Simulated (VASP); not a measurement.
# AlN (P-1) in VASP: single point with PBEsol

Aim: the single point of AlN with PBEsol.

All numbers are computed with VASP 6.6.1; they aren't measurements. Logs are shortened: lines on timing, memory, paths and dates and some standing lists are left out, and cuts for length are marked.

## (1) The cell of the first run

The typed cell holds 2 atoms: a = 2.832 Å, b = 2.746 Å, c = 2.862 Å, α = 62.00°, β = 62.98°, γ = 61.68°.

## (2) Single point, PBEsol (engineering shear strain xz -0.0800, engineering shear strain yz -0.0200)

INCAR

```
PREC = Accurate
ENCUT = 520
EDIFF = 1E-7
ISMEAR = 0
SIGMA = 0.05
LREAL = False
LASPH = True
NELM = 60
ALGO = Normal
ISIF = 2
LWAVE = False
LCHARG = True
GGA = PS
LELF = True
LVHAR = True
NBANDS = 11
```

KPOINTS

```
regular mesh
0
Gamma
  10 10 10
```

POSCAR

```
AlN
1.0
   -0.0808908813      2.0020493127      2.0020493127
    1.9413811517     -0.0202227203      1.9413811517
    2.0222720330      2.0222720330     -0.1011136017
Al N
1 1
Direct
    0.5000000000      0.5000000000      0.5000000000
    0.0000000000      0.0000000000      0.0000000000
```

Potentials or basis: VASP PAW PBE potentials, release 64 (Al, N).

On the command line:

```bash
$ cat potpaw_PBE.64/Al/POTCAR potpaw_PBE.64/N/POTCAR > POTCAR
$ mpirun -np 1 vasp_std > vasp.out
```

OUTCAR:

```text
PREC = Accurate
   ENCUT = 520
   EDIFF = 1E-7
   ISMEAR = 0
   LREAL = False
   LASPH = True
   NELM = 60
   ISIF = 2
   GGA = PS

 ion  position               nearest neighbor table
   1  0.500  0.500  0.500-   2 2.02   2 2.02   2 2.02   2 2.02   2 2.02   2 2.02
   2  0.000  0.000  0.000-   1 2.02   1 2.02   1 2.02   1 2.02   1 2.02   1 2.02

  LATTYP: Found a triclinic cell.
 ALAT       =     4.7895411593
 B/A-ratio  =     0.5732494908
 C/A-ratio  =     0.6210177898
 COS(alpha) =     0.0000500776
 COS(beta)  =     0.3046957343
 COS(gamma) =     0.8537943645

  Lattice vectors:

 A1 = (  -1.8604902704,  -1.9818265924,  -3.9434304644)
 A2 = (  -1.9413811517,   0.0202227203,  -1.9413811517)
 A3 = (   2.1031629143,   0.0202227203,  -2.1031629144)

Analysis of symmetry for initial positions (statically):
=====================================================================
 Subroutine PRICEL returns:
 Original cell was already a primitive cell.

 Routine SETGRP: Setting up the symmetry group for a
 triclinic supercell.

 Subroutine GETGRP returns: Found  2 space group operations
 (whereof  2 operations were pure point group operations)
 out of a pool of  2 trial point group operations.

The static configuration has the point symmetry S_2 .

Analysis of symmetry for dynamics (positions and initial velocities):
=====================================================================
 Subroutine PRICEL returns:
 Original cell was already a primitive cell.

 Routine SETGRP: Setting up the symmetry group for a
 triclinic supercell.

 Subroutine GETGRP returns: Found  2 space group operations
 (whereof  2 operations were pure point group operations)
 out of a pool of  2 trial point group operations.

The dynamic configuration has the point symmetry S_2 .

 Subroutine INISYM returns: Found  2 space group operations
 (whereof  2 operations are pure point group operations),
 and found     1 'primitive' translations

----------------------------------------------------------------------------------------

                                     Primitive cell

  volume of cell :      16.5124

  direct lattice vectors                    reciprocal lattice vectors
    -0.080890881  2.002049313  2.002049313    -0.237637151  0.249649034  0.240237661
     1.941381152 -0.020222720  1.941381152     0.257450566 -0.244695680  0.255097723
     2.022272033  2.022272033 -0.101113602     0.237835285  0.244893814 -0.235284308

[... 85 lines left out ...]
   EDIFFG = 0.1E-05   stopping-criterion for IOM
   NSW    =      0    number of steps for IOM
   IBRION =     -1    ionic relax: 0-MD 1-quasi-New 2-CG
   NFREE  =      0    steps in history (QN), initial steepest desc. (CG)
   ISIF   =      2    stress and relaxation
   ISYM   =      2    0-nonsym 1-usesym 2-fastsym
   POTIM  = 0.5000    time-step for ionic-motion
   TEBEG  =    0.0;   TEEND  =   0.0 temperature during run
   PSTRESS=    0.0 pullay stress
   NELECT =       8.0000    total number of electrons
   NUPDOWN=      -1.0000    fix difference up-down
   EMIN   =  10.00;   EMAX   =-10.00  energy-range for DOS
   EFERMI =   0.00;   METHOD = LEGACY
   ISMEAR =     0;   SIGMA  =   0.05  broadening in eV -4-tet -1-fermi 0-gaus
   EFERMI_NEDOS =   21; number of points for ismear=-14 and -15
   IALGO  =     38    algorithm
   IMIX   =      4    mixing-type and parameters
     AMIX     =   0.40;   BMIX     =  1.00
     AMIX_MAG =   1.60;   BMIX_MAG =  1.00
  volume/ion in A,a.u.               =       8.26        55.72
  Fermi-wavevector in a.u.,A,eV,Ry     =   1.285785  2.429781 22.493724  1.653242
  Thomas-Fermi vector in A             =   2.417898
   LORBIT       =      0    0 simple, 1 ext, 2 COOP (PROOUT), +10 PAW based schemes
   GGA     = PS    functional components
   LHFCALC =     F    Hartree Fock is set to
   AEXX    =    0.0000 exact exchange contribution
   IVDW    =     0    specifies the selected vdW correction
   LEPSILON=     F    determine dielectric tensor
   LRPA    =     F    only Hartree local field effects (RPA)
 non-spin polarized calculation
 Gauss-broadening in eV      SIGMA  =   0.05
  energy-cutoff  :      520.00
  volume of cell :       16.51
 maximum number of plane-waves:       459
 NGX is ok and might be reduce to    24
   NGX = 11   NGY = 11   NGZ = 11

 number of electron       8.0000001 magnetization

 Free energy of the ion-electron system (eV)
  ---------------------------------------------------
  ext. energy  EPLUGINS =         0.00000000
  ---------------------------------------------------
  free energy    TOTEN  =       -15.33886932 eV

  energy without entropy =      -15.33886932  energy(sigma->0) =      -15.33886932

 E-fermi :  10.8407     XC(G=0): -12.4588

 val. band max:       10.5114898837   @ k =   0.0000   0.0000   0.0000
 cond. band min:      13.4283339137   @ k =   0.5000  -0.0000   0.5000
 fundamental gap:      2.9168440300
 Fermi energy:        10.8406919830

 k-point     1 :       0.0000    0.0000    0.0000
  band No.  band energies     occupation
      1      -7.6464      2.00000
      2       9.3517      2.00000
      3       9.8850      2.00000
      4      10.5115      2.00000
      5      15.3293      0.00000
      6      20.7527      0.00000
      7      22.1265      0.00000
      8      23.2984      0.00000
      9      26.6359      0.00000
     10      27.6350      0.00000
     11      27.7426      0.00000
[... 309 lines left out ...]
 k-point    24 :      -0.3000    0.2000   -0.0000
  band No.  band energies     occupation
      1      -4.7049      2.00000
      2       3.2915      2.00000
      3       6.4857      2.00000
      4       8.8163      2.00000
      5      18.0511      0.00000
      6      20.0510      0.00000
      7      20.5597      0.00000
      8      22.6997      0.00000
      9      26.5999      0.00000
     10      29.3588      0.00000
     11      31.0443      0.00000

 [... further k-points ...]
[... 5 lines left out ...]
  --------------------------------------------------------------------------------------
  -------------------------------------------------------------------------------------
  Total        0.1770581     -0.0909468      0.1948611     -0.0726083      0.6380960      2.5899516
  in kB       17.1797387     -8.8244579     18.9071412     -7.0450949     61.9137092    251.2999726
  external PRESSURE =       9.0874740 kB  Pullay stress =       0.0000000 kB

 VOLUME and BASIS-vectors are now :
 -----------------------------------------------------------------------------
  energy-cutoff  :      520.00
  volume of cell :       16.51
      direct lattice vectors                 reciprocal lattice vectors
    -0.080890881  2.002049313  2.002049313    -0.237637151  0.249649034  0.240237661
     1.941381152 -0.020222720  1.941381152     0.257450566 -0.244695680  0.255097723
     2.022272033  2.022272033 -0.101113602     0.237835285  0.244893814 -0.235284308

 POSITION                                       TOTAL-FORCE (eV/Angst)
 -----------------------------------------------------------------------------------
      1.94138      2.00205      1.92116         0.000000      0.000000     -0.000000
      0.00000      0.00000      0.00000         0.000000      0.000000      0.000000
 -----------------------------------------------------------------------------------
    total drift:                                0.000000     -0.000000     -0.000000

  FREE ENERGIE OF THE ION-ELECTRON SYSTEM (eV)
  ---------------------------------------------------
  free  energy   TOTEN  =       -15.3388693152 eV

  energy  without entropy=      -15.3388693152  energy(sigma->0) =      -15.33886932
```

stdout:

```text
POSCAR found type information on POSCAR AlN
 POSCAR found :  2 types and       2 ions
 scaLAPACK will be used
 -----------------------------------------------------------------------------
|                                                                             |
|                                                                             |
|     You enforced a specific xc type in the INCAR file but a different       |
|     I HOPE YOU KNOW WHAT YOU ARE DOING!                                     |
|                                                                             |
 -----------------------------------------------------------------------------

 LDA part: xc-table for (Slater+PW92), standard interpolation
 POSCAR, INCAR and KPOINTS ok, starting setup
 FFT: planning ... GRIDC
 FFT: planning ... GRID_SOFT
 FFT: planning ... GRID
 WAVECAR not read
 entering main loop
```

It took 2.3 min on 1 thread of Intel Xeon 8259CL, shared host; peak memory 0.17 GiB.

What came out:

```
Free energy            : -15.3389 eV
Pressure               : 0.9 GPa
Band gap on the k mesh : 2.92 eV, indirect (least direct gap 4.82 eV)
```

Stress tensor (GPa, compression positive):
```
 1.72 -0.70 25.13
-0.70 -0.88  6.19
25.13  6.19  1.89
```

Caveat: the cell differs from its parent crystal (engineering shear strain xz -0.0800, engineering shear strain yz -0.0200); the PAW data sets were made with another functional, which shifts forces and pressure a little. A k mesh can miss the band edges.
